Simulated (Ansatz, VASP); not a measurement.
Se: VASP beside Ansatz

```
Se
1.0
     2.83072    0.00000    0.00000
     0.00000    2.83072    0.00000
     0.00000    0.00000    2.83072
Se
1
Cartesian
  0.0000 0.0000 0.0000
```

Alike in both runs: functional PBE; k mesh 11 × 11 × 11; occupations fermi-dirac, width 0.1 eV; no spin polarisation.

Ansatz relaxed the structure, and its values are those at the end. VASP's run is a single point on that final structure, the one shown.

|  | VASP | Ansatz |
| --- | --- | --- |
| version | VASP 6.6.1 | Ansatz 0.2.0 |
| potentials or method | VASP PAW PBE potentials, release 64 (Se), cutoff 520 eV | plane waves (420 eV) with PAW, scalar-relativistic |
| valence electrons in the cell | 6 | 16 |

```csv
,VASP,Ansatz,Ansatz less VASP
pressure (GPa),0.0,0.0,-0.03
```

With one functional, cell and mesh, what is left measures potentials, basis and numerics. VASP's potentials hold 6 valence electrons a cell and Ansatz's 16, so a difference there can come from the potentials and not from the codes.
